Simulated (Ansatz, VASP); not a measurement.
**Nb: VASP beside Ansatz**

```
CELL_PARAMETERS angstrom
-1.71387 1.71387 1.63899
1.71387 -1.71387 1.63899
1.71387 1.71387 -1.63899
ATOMIC_POSITIONS crystal
Nb 0.00000 0.00000 0.00000
```

Change from the starting cell: strain +0.030 along x and y, -0.015 along z, atoms carried along.

Alike in both runs: task single point; functional PBEsol; k mesh 20 × 20 × 20; occupations gaussian, width 0.15 eV; no spin polarisation.

```csv
,VASP,Ansatz
version,VASP 6.6.1,Ansatz 0.2.0
potentials or method,"VASP PAW PBE potentials, release 64 (Nb_sv), cutoff 520 eV","scalar-relativistic, plane waves, PAW"
valence electrons in the cell,13,13
```

Ansatz gave:

```
gap on the k mesh at the Fermi level (eV)                     : none
pressure (GPa)                                                : -14.4
traceless stress, the component that is largest in VASP (GPa) : 2.37
```

What did VASP give for the same quantities?

gap on the k mesh at the Fermi level (eV): none; pressure (GPa): -14.6; traceless stress, the component that is largest in VASP (GPa): 2.36.

VASP's potentials were made for PBE, not for PBEsol. A gap of «none» marks a metal or a gap that the smearing closes.
